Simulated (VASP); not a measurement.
# MgBe2Te3: relaxation of cell and atoms with PBE

The system is MgBe2Te3.

```
Mg Be Te
1.0
     4.73207    0.00000    0.00000
     0.00000    4.73207    0.00000
     0.00000    0.00000    7.24637
Mg Be Te
1 2 3
Direct
  0.50000 0.50000 0.48991
  0.50000 0.50000 0.11196
  0.00000 0.00000 0.85557
  0.50000 0.00000 0.00929
  0.00000 0.50000 0.00929
  0.00000 0.00000 0.52398
```

* Program: VASP 6.6.1
* Task: relaxation of cell and atoms
* Functional: PBE
* Potentials or basis: VASP PAW PBE potentials, release 64 (Mg, Be, Te)
* Cutoff: 600 eV
* k mesh: 4 × 4 × 4
* Occupations: gaussian, width 0.1 eV
* Spin: no spin polarisation
* Dipole correction: no
* Further INCAR settings: ALGO = Normal; EDIFF = 1e-06; IBRION = 2; EDIFFG = -0.04; NSW = 90; ISIF = 3

```json
{
 "Relaxed volume": "27.04 Å³/atom",
 "Relaxed cell": "a = 4.737 Å, b = 4.737 Å, c = 7.232 Å, α = 90.00°, β = 90.00°, γ = 90.00°",
 "Space group after relaxing (to 0.05 Å)": "P4mm (No. 99)",
 "Energy gained by relaxing": "0.1 meV/atom",
 "Ionic steps": "2",
 "Pressure after relaxing": "0.0 GPa",
 "Largest force after relaxing": "0.036 eV/Å",
 "Band gap on the k mesh": "zero (band 12 reaches 5.84 eV, above the bottom of band 13 at 3.65 eV)"
}
```

Forces on the atoms (eV/Å):
```
Mg   0.000  0.000  0.012
Be   0.000  0.000 -0.006
Be   0.000  0.000  0.036
Te   0.000  0.000 -0.013
Te   0.000  0.000 -0.013
Te   0.000  0.000 -0.015
```

Stress tensor (GPa, compression positive):
```
 0.01  0.00  0.00
 0.00  0.01  0.00
 0.00  0.00 -0.14
```

Step by step:
```csv
step,energy change (eV),largest force (eV/Å),pressure (GPa),volume (Å³)
1,0.0000,0.0225,0.00,162.26
2,-0.0006,0.0357,-0.04,162.25
```

Final structure:
```yaml
crystal:
  lattice:
    - [4.73656, 0.00000, 0.00000]
    - [0.00000, 4.73656, 0.00000]
    - [0.00000, 0.00000, 7.23185]
  atoms:
    - { symbol: Mg, position: [0.50000, 0.50000, 0.48995] }
    - { symbol: Be, position: [0.50000, 0.50000, 0.11202] }
    - { symbol: Be, position: [0.00000, 0.00000, 0.85569] }
    - { symbol: Te, position: [0.50000, 0.00000, 0.00914] }
    - { symbol: Te, position: [0.00000, 0.50000, 0.00914] }
    - { symbol: Te, position: [0.00000, 0.00000, 0.52406] }
```

Levels at points of the mesh, in eV from the Fermi level:
| k point | band 10 | band 11 | band 12 | band 13 | band 14 | band 15 |
| --- | --- | --- | --- | --- | --- | --- |
| (0.00, 0.00, 0.00) | -1.08 | -0.59 | -0.58 | -0.58 | -0.34 | 2.13 |
| (0.50, 0.00, 0.00) | -2.85 | -1.03 | -0.91 | 1.12 | 2.50 | 2.81 |
| (0.50, 0.50, 0.00) | -2.47 | -1.37 | 0.28 | 1.67 | 1.94 | 4.28 |
| (0.00, 0.00, 0.50) | -0.67 | -0.54 | -0.48 | -0.48 | -0.12 | 1.91 |
| (0.50, 0.00, 0.50) | -2.08 | -1.72 | -1.08 | 0.24 | 2.61 | 2.95 |
| (0.50, 0.50, 0.50) | -1.40 | -1.40 | 1.61 | 1.67 | 1.94 | 2.36 |

Wall time 61 s on 1 thread of AMD EPYC 9R45 96-Core Processor (Zen 5), on a shared host, peak memory 0.31 GiB.

Caveat: spin-orbit coupling is left out, which moves the levels of the heavy elements.
